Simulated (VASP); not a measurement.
# Ge (P6_3/mmc) in VASP: further runs

The runs below take Ge through single point, with PBE, r2SCAN.

All numbers are computed with VASP 6.6.1; they aren't measurements. Logs are shortened: lines on timing, memory, paths and dates and some standing lists are left out, and cuts for length are marked.

### Step 1. The cell of the first run

Symmetry: P6_3/mmc, No. 194, hexagonal system. Conventional cell: a = 4.099 Å, b = 4.099 Å, c = 6.759 Å, α = 90.00°, β = 90.00°, γ = 120.00°. Within 3.3 Å of Ge (site symmetry 3m) lie 4 Ge at 2.51 to 2.53 Å.

### Step 2. Single point, PBE (volume changed by +3%)

Input file INCAR:

```
SYSTEM = Ge
PREC = Accurate
ENCUT = 520
EDIFF = 1E-6
ISMEAR = -1
SIGMA = 0.02
LREAL = .FALSE.
LASPH = .TRUE.
NELM = 80
ALGO = Normal
ISIF = 2
LWAVE = .FALSE.
LCHARG = .TRUE.
GGA = PE
LELF = .TRUE.
LVHAR = .TRUE.
NBANDS = 36
```

Input file KPOINTS:

```
Automatic mesh
0
G
  6 6 4
  0 0 0
```

Input file POSCAR:

```
Ge
1.0
    4.0985940667      0.0000000000      0.0000000000
   -2.0492970333      3.5494865816      0.0000000000
    0.0000000000      0.0000000000      6.7592594664
Ge
4
Direct
    0.3333333333      0.6666666667      0.0003197902
    0.6666666667      0.3333333333      0.5003197902
    0.3333333333      0.6666666667      0.3746802098
    0.6666666667      0.3333333333      0.8746802098
```

Potentials or basis: VASP PAW PBE potentials, release 64 (Ge_d).

Started as:

```
> cat potpaw_PBE.64/Ge_d/POTCAR > POTCAR
> mpirun -np 1 vasp_std > vasp.out
```

OUTCAR:

```text
SYSTEM = Ge
   PREC = Accurate
   ENCUT = 520
   EDIFF = 1E-6
   ISMEAR = -1
   LREAL = .FALSE.
   LASPH = .TRUE.
   NELM = 80
   ISIF = 2
   GGA = PE

 ion  position               nearest neighbor table
   1  0.333  0.667  0.000-   4 2.51   4 2.51   4 2.51   3 2.53
   2  0.667  0.333  0.500-   3 2.51   3 2.51   3 2.51   4 2.53
   3  0.333  0.667  0.375-   2 2.51   2 2.51   2 2.51   1 2.53
   4  0.667  0.333  0.875-   1 2.51   1 2.51   1 2.51   2 2.53

  LATTYP: Found a hexagonal cell.
 ALAT       =     4.0985940667
 C/A-ratio  =     1.6491653861

  Lattice vectors:

 A1 = (   4.0985940667,   0.0000000000,   0.0000000000)
 A2 = (  -2.0492970333,   3.5494865816,   0.0000000000)
 A3 = (   0.0000000000,   0.0000000000,   6.7592594664)

Analysis of symmetry for initial positions (statically):
=====================================================================
 Subroutine PRICEL returns:
 Original cell was already a primitive cell.

 Routine SETGRP: Setting up the symmetry group for a
 hexagonal supercell.

 Subroutine GETGRP returns: Found 24 space group operations
 (whereof  6 operations were pure point group operations)
 out of a pool of 24 trial point group operations.

The static configuration has the point symmetry C_3v.
 The point group associated with its full space group is D_6h.

Analysis of symmetry for dynamics (positions and initial velocities):
=====================================================================
 Subroutine PRICEL returns:
 Original cell was already a primitive cell.

 Routine SETGRP: Setting up the symmetry group for a
 hexagonal supercell.

 Subroutine GETGRP returns: Found 24 space group operations
 (whereof  6 operations were pure point group operations)
 out of a pool of 24 trial point group operations.

The dynamic configuration has the point symmetry C_3v.
 The point group associated with its full space group is D_6h.

 Subroutine INISYM returns: Found 24 space group operations
 (whereof  6 operations are pure point group operations),
 and found     1 'primitive' translations

----------------------------------------------------------------------------------------

                                     Primitive cell

  volume of cell :      98.3331

  direct lattice vectors                    reciprocal lattice vectors
     4.098594067  0.000000000  0.000000000     0.243986104  0.140865443  0.000000000
    -2.049297033  3.549486582  0.000000000     0.000000000  0.281730886  0.000000000
     0.000000000  0.000000000  6.759259466     0.000000000  0.000000000  0.147945201

  length of vectors
     4.098594067  4.098594067  6.759259466     0.281730886  0.281730886  0.147945201

  position of ions in fractional coordinates (direct lattice)
     0.333333333  0.666666667  0.000319790
     0.666666667  0.333333333  0.500319790
     0.333333333  0.666666667  0.374680210
     0.666666667  0.333333333  0.874680210

  ion indices of the primitive-cell ions
   primitive index   ion index
                 1           1
                 2           2
                 3           3
                 4           4

----------------------------------------------------------------------------------------

 KPOINTS: Automatic mesh

Automatic generation of k-mesh.
 Grid dimensions read from file:
 generate k-points for:    6    6    4

 Generating k-lattice:

  Cartesian coordinates                     Fractional coordinates (reciprocal lattice)
     0.040664351  0.023477574  0.000000000     0.166666667  0.000000000  0.000000000
     0.000000000  0.046955148  0.000000000     0.000000000  0.166666667  0.000000000
     0.000000000  0.000000000  0.036986300     0.000000000  0.000000000  0.250000000

  Length of vectors
     0.046955148  0.046955148  0.036986300

  Shift w.r.t. Gamma in fractional coordinates (k-lattice)
     0.000000000  0.000000000  0.000000000

 Subroutine IBZKPT returns following result:
 ===========================================

 Found     21 irreducible k-points:

 Following reciprocal coordinates:
            Coordinates               Weight
  0.000000  0.000000  0.000000      1.000000
  0.166667 -0.000000  0.000000      6.000000
  0.333333 -0.000000  0.000000      6.000000
  0.500000 -0.000000  0.000000      3.000000
  0.166667  0.166667  0.000000      6.000000
  0.333333  0.166667  0.000000     12.000000
[... 13 lines left out ...]
  0.333333  0.166667  0.500000     12.000000
  0.333333  0.333333  0.500000      2.000000
   k-points           NKPTS =     21   k-points in BZ     NKDIM =     21   number of bands    NBANDS=     36
   number of dos      NEDOS =    301   number of ions     NIONS =      4
   total plane-waves  NPLWV =  45000
   dimension x,y,z NGX =    30 NGY =   30 NGZ =   50
   dimension x,y,z NGXF=    60 NGYF=   60 NGZF=  100
   ions per type =               4
   NGX,Y,Z   is equivalent  to a cutoff of  12.17, 12.17, 12.30 a.u.
   NGXF,Y,Z  is equivalent  to a cutoff of  24.34, 24.34, 24.60 a.u.
 SYSTEM =  Ge
   PREC   = accura    normal or accurate (medium, high low for compatibility)
   ISTART =      0    job   : 0-new  1-cont  2-samecut
   ICHARG =      2    charge: 1-file 2-atom 10-const
   ISPIN  =      1    spin polarized calculation?
   LNONCOLLINEAR =      F non collinear calculations
   LSORBIT =      F    spin-orbit coupling
   LASPH  =      T    aspherical Exc in radial PAW
   ENCUT  =  520.0 eV  38.22 Ry    6.18 a.u.   7.62  7.62 12.57*2*pi/ulx,y,z
   NELM   =     80;   NELMIN=  2; NELMDL= -5     # of ELM steps
   EDIFF  = 0.1E-05   stopping-criterion for ELM
   LREAL  =      F    real-space projection
   EDIFFG = 0.1E-04   stopping-criterion for IOM
   NSW    =      0    number of steps for IOM
   IBRION =     -1    ionic relax: 0-MD 1-quasi-New 2-CG
   NFREE  =      0    steps in history (QN), initial steepest desc. (CG)
   ISIF   =      2    stress and relaxation
   ISYM   =      2    0-nonsym 1-usesym 2-fastsym
   POTIM  = 0.5000    time-step for ionic-motion
   TEBEG  =    0.0;   TEEND  =   0.0 temperature during run
   PSTRESS=    0.0 pullay stress
   NELECT =      56.0000    total number of electrons
   NUPDOWN=      -1.0000    fix difference up-down
   EMIN   =  10.00;   EMAX   =-10.00  energy-range for DOS
   EFERMI =   0.00;   METHOD = LEGACY
   ISMEAR =    -1;   SIGMA  =   0.02  broadening in eV -4-tet -1-fermi 0-gaus
   EFERMI_NEDOS =   21; number of points for ismear=-14 and -15
   IALGO  =     38    algorithm
   IMIX   =      4    mixing-type and parameters
     AMIX     =   0.40;   BMIX     =  1.00
     AMIX_MAG =   1.60;   BMIX_MAG =  1.00
  volume/ion in A,a.u.               =      24.58       165.90
  Fermi-wavevector in a.u.,A,eV,Ry     =   1.356972  2.564306 25.053412  1.841374
  Thomas-Fermi vector in A             =   2.483930
   LORBIT       =      0    0 simple, 1 ext, 2 COOP (PROOUT), +10 PAW based schemes
   GGA     = PE    functional components
   LHFCALC =     F    Hartree Fock is set to
   AEXX    =    0.0000 exact exchange contribution
   IVDW    =     0    specifies the selected vdW correction
   LEPSILON=     F    determine dielectric tensor
   LRPA    =     F    only Hartree local field effects (RPA)
 non-spin polarized calculation
  energy-cutoff  :      520.00
  volume of cell :       98.33
 maximum number of plane-waves:      2678
   NGX = 15   NGY = 15   NGZ = 25

 number of electron      55.9999942 magnetization

 Free energy of the ion-electron system (eV)
  ---------------------------------------------------
  ext. energy  EPLUGINS =         0.00000000
  ---------------------------------------------------
  free energy    TOTEN  =       -17.95312819 eV

  energy without entropy =      -17.95272572  energy(sigma->0) =      -17.95292695

 E-fermi :   4.1614     XC(G=0):  -9.5310

 val. band max:        4.1388515511   @ k =   0.0000   0.0000   0.0000
 cond. band min:       4.1991901637   @ k =   0.0000   0.0000   0.2500
 fundamental gap:      0.0603386125
 Fermi energy:         4.1613793127

 k-point     1 :       0.0000    0.0000    0.0000
  band No.  band energies     occupation
      1     -20.5158      2.00000
      2     -20.5158      2.00000
      3     -20.4863      2.00000
      4     -20.4846      2.00000
      5     -20.4846      2.00000
      6     -20.4746      2.00000
[... 28 lines left out ...]
     35       8.6768      0.00000
     36      10.2995      0.00000

 k-point     2 :       0.1667   -0.0000    0.0000
  band No.  band energies     occupation
      1     -20.5267      2.00000
      2     -20.5195      2.00000
      3     -20.4969      2.00000
      4     -20.4912      2.00000
      5     -20.4836      2.00000
      6     -20.4615      2.00000
[... 28 lines left out ...]
     35       9.7022      0.00000
     36      10.1000      0.00000

 k-point     3 :       0.3333   -0.0000    0.0000
  band No.  band energies     occupation
      1     -20.5326      2.00000
      2     -20.5231      2.00000
      3     -20.5116      2.00000
      4     -20.4995      2.00000
      5     -20.4744      2.00000
      6     -20.4507      2.00000
[... 28 lines left out ...]
     35      10.8028      0.00000
     36      11.2273      0.00000

 k-point     4 :       0.5000   -0.0000    0.0000
  band No.  band energies     occupation
      1     -20.5286      2.00000
      2     -20.5237      2.00000
      3     -20.5218      2.00000
      4     -20.5022      2.00000
      5     -20.4634      2.00000
      6     -20.4473      2.00000
[... 28 lines left out ...]
     35      11.6274      0.00000
     36      12.2754      0.00000

 k-point     5 :       0.1667    0.1667    0.0000
  band No.  band energies     occupation
      1     -20.5312      2.00000
      2     -20.5270      2.00000
      3     -20.5064      2.00000
      4     -20.5026      2.00000
      5     -20.4722      2.00000
      6     -20.4526      2.00000
[... 538 lines left out ...]
 k-point    19 :       0.1667    0.1667    0.5000
  band No.  band energies     occupation
      1     -20.5158      2.00000
      2     -20.5158      2.00000
      3     -20.5110      2.00000
      4     -20.5110      2.00000
      5     -20.4698      2.00000
      6     -20.4698      2.00000
[... 28 lines left out ...]
     35       9.7705      0.00000
     36       9.7705      0.00000

 k-point    20 :       0.3333    0.1667    0.5000
  band No.  band energies     occupation
      1     -20.5222      2.00000
      2     -20.5222      2.00000
      3     -20.5114      2.00000
      4     -20.5114      2.00000
      5     -20.4604      2.00000
      6     -20.4604      2.00000
[... 28 lines left out ...]
     35      10.7877      0.00000
     36      10.7877      0.00000

 k-point    21 :       0.3333    0.3333    0.5000
  band No.  band energies     occupation
      1     -20.5285      2.00000
      2     -20.5285      2.00000
      3     -20.5117      2.00000
      4     -20.5117      2.00000
      5     -20.4556      2.00000
      6     -20.4556      2.00000
[... 28 lines left out ...]
     35      10.4639      0.00000
     36      10.4639      0.00000

------------------------ aborting loop because EDIFF is reached ----------------------------------------

  FORCE on cell =-STRESS in cart. coord.  units (eV):
  Direction    XX          YY          ZZ          XY          YZ          ZX
  --------------------------------------------------------------------------------------
  -------------------------------------------------------------------------------------
  Total       -0.8902992     -0.8902992     -1.1738837     -0.0000000     -0.0000000     -0.0000000
  in kB      -14.5059777    -14.5059777    -19.1265261     -0.0000000     -0.0000000     -0.0000000
  external PRESSURE =     -16.0461605 kB  Pullay stress =       0.0000000 kB

 VOLUME and BASIS-vectors are now :
 -----------------------------------------------------------------------------
  energy-cutoff  :      520.00
  volume of cell :       98.33
      direct lattice vectors                 reciprocal lattice vectors
     4.098594067  0.000000000  0.000000000     0.243986104  0.140865443  0.000000000
    -2.049297033  3.549486582  0.000000000     0.000000000  0.281730886  0.000000000
     0.000000000  0.000000000  6.759259466     0.000000000  0.000000000  0.147945201

 POSITION                                       TOTAL-FORCE (eV/Angst)
 -----------------------------------------------------------------------------------
     -0.00000      2.36632      0.00216         0.000000     -0.000000     -0.015330
      2.04930      1.18316      3.38179        -0.000000      0.000000     -0.015330
     -0.00000      2.36632      2.53256        -0.000000     -0.000000      0.015330
      2.04930      1.18316      5.91219        -0.000000      0.000000      0.015330
 -----------------------------------------------------------------------------------
    total drift:                               -0.000000      0.000000      0.000203

  FREE ENERGIE OF THE ION-ELECTRON SYSTEM (eV)
  ---------------------------------------------------
  free  energy   TOTEN  =       -17.9531281862 eV

  energy  without entropy=      -17.9527257157  energy(sigma->0) =      -17.95292695
```

Wall time 33 s (1 thread of Intel Xeon 6975P-C (Granite Rapids), shared host); peak memory 0.21 GiB.

What came out:

```
Free energy            : -17.9531 eV
Pressure               : -1.6 GPa
Largest force          : 0.015 eV/Å
Band gap on the k mesh : 0.06 eV, indirect (least direct gap 0.15 eV)
```

Forces on the atoms (eV/Å):
```
Ge   0.000  0.000 -0.015
Ge   0.000  0.000 -0.015
Ge   0.000  0.000  0.015
Ge   0.000  0.000  0.015
```

### Step 3. Single point, PBE (volume changed by +6%)

Input file INCAR:

```
ALGO = Normal
EDIFF = 1E-7
ENCUT = 520
GGA = PE
ISIF = 2
ISMEAR = -1
LASPH = T
LCHARG = T
LELF = T
LREAL = F
LVHAR = T
LWAVE = F
NBANDS = 36
NELM = 60
PREC = Accurate
SIGMA = 0.02
```

Input file KPOINTS:

```
k-points
0
Gamma
  6 6 4
```

Input file POSCAR:

```
Ge
1.0
    4.1380060428      0.0000000000      0.0000000000
   -2.0690030214      3.5836183541      0.0000000000
    0.0000000000      0.0000000000      6.8242563332
Ge
4
Direct
    0.3333333333      0.6666666667      0.0003197902
    0.6666666667      0.3333333333      0.5003197902
    0.3333333333      0.6666666667      0.3746802098
    0.6666666667      0.3333333333      0.8746802098
```

Potentials or basis: VASP PAW PBE potentials, release 64 (Ge_d).

Started as:

```
> cat potpaw_PBE.64/Ge_d/POTCAR > POTCAR
> mpirun -np 1 vasp_std > vasp.out
```

It took 33 s on 1 thread of Intel Xeon 6975P-C (Granite Rapids), shared host; peak memory 0.23 GiB.

It converged, with:

- Free energy: -17.9132 eV
- Pressure: -2.9 GPa
- Largest force: 0.049 eV/Å
- Band gap on the k mesh: zero (band 28 reaches 3.89 eV, above the bottom of band 29 at 3.88 eV)

Forces on the atoms (eV/Å):
```
Ge   0.000  0.000 -0.049
Ge   0.000  0.000 -0.049
Ge   0.000  0.000  0.049
Ge   0.000  0.000  0.049
```

Stress tensor (GPa, compression positive):
```
-2.75  0.00  0.00
 0.00 -2.75  0.00
 0.00  0.00 -3.32
```

Levels at points of the mesh, in eV from the Fermi level:
| k point | band 24 | band 25 | band 26 | band 27 | band 28 | band 29 | band 30 | band 31 | band 32 | band 33 |
| --- | --- | --- | --- | --- | --- | --- | --- | --- | --- | --- |
| (0.00, 0.00, 0.00) | -1.17 | -1.17 | -0.76 | -0.18 | 0.02 | 0.25 | 0.25 | 2.40 | 2.40 | 2.82 |
| (0.50, 0.00, 0.00) | -6.37 | -3.92 | -2.58 | -2.30 | -1.14 | 0.78 | 1.50 | 3.71 | 3.80 | 4.26 |
| (0.00, 0.00, 0.50) | -4.56 | -0.61 | -0.61 | -0.61 | -0.61 | 0.52 | 0.52 | 3.42 | 3.42 | 3.42 |
| (0.50, 0.00, 0.50) | -7.35 | -2.15 | -2.15 | -1.99 | -1.99 | 0.61 | 0.61 | 2.34 | 2.34 | 5.94 |

(Continued in part 2 of 2.)
